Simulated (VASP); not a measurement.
Write the native input for VASP 6.6.1 that does the following.

* Task: single point
* Functional: r2SCAN
* Potentials or basis: VASP PAW PBE potentials, release 64 (Rh_sv_GW)
* Cutoff: 680 eV
* k mesh: 8 × 8 × 8
* Occupations: gaussian, width 0.15 eV
* Spin: no spin polarisation
* Dipole correction: no
* Further INCAR settings: ALGO = Normal; EDIFF = 1e-06; NBANDS = 14

The system is Rh.

```
CELL_PARAMETERS angstrom
0.00000 1.87303 1.90155
1.87303 0.00000 1.90155
1.87303 1.87303 0.00000
ATOMIC_POSITIONS crystal
Rh 0.00000 0.00000 0.00000
```

This cell differs from its parent crystal: strain -0.015 along x and y, +0.000 along z.

The input as run:

POSCAR

```
Rh
1.0
    0.0000000000      1.8730267500      1.9015500000
    1.8730267500      0.0000000000      1.9015500000
    1.8730267500      1.8730267500      0.0000000000
Rh
1
Direct
    0.0000000000      0.0000000000      0.0000000000
```

INCAR.step1

```
  ALGO = Normal
  EDIFF = 1E-5
  ENCUT = 680
  GGA = PE
  GGA_COMPAT = False
  ISMEAR = 0
  LASPH = True
  LCHARG = False
  LREAL = False
  LWAVE = True
  NBANDS = 14
  NELM = 120
  PREC = Accurate
  SIGMA = 0.15
```

INCAR.step2

```
  ALGO = Normal
  EDIFF = 1E-6
  ENCUT = 680
  GGA_COMPAT = False
  ISIF = 2
  ISMEAR = 0
  ISTART = 1
  LASPH = True
  LCHARG = False
  LMIXTAU = True
  LREAL = False
  LWAVE = False
  METAGGA = R2SCAN
  NBANDS = 14
  NELM = 120
  PREC = Accurate
  SIGMA = 0.15
```

KPOINTS

```
k-points
0
Gamma
  8 8 8
```

Potentials or basis: VASP PAW PBE potentials, release 64 (Rh_sv_GW).

Command:

```bash
$ cat potpaw_PBE.64/Rh_sv_GW/POTCAR > POTCAR
$ cp INCAR.step1 INCAR
$ mpirun -np 1 vasp_std > vasp.out
$ cp INCAR.step2 INCAR
$ mpirun -np 1 vasp_std > vasp.out
```

It gave:

```yaml
Pressure: 9.4 GPa
Band_gap_on_the_k_mesh: zero (an odd number of electrons rules out a gap without spin polarisation)
```

Caveat: the k points lie up to 0.36 Å⁻¹ apart, too coarse for converged energies and pressures of a metal; the cell differs from its parent crystal (strain -0.015 along x and y, +0.000 along z); the PAW data sets were made with another functional, which shifts forces and pressure a little.

Run time: 25 s on 1 thread of Intel(R) Xeon(R) 6975P-C (Granite Rapids) (shared host), peak memory 0.16 GiB.
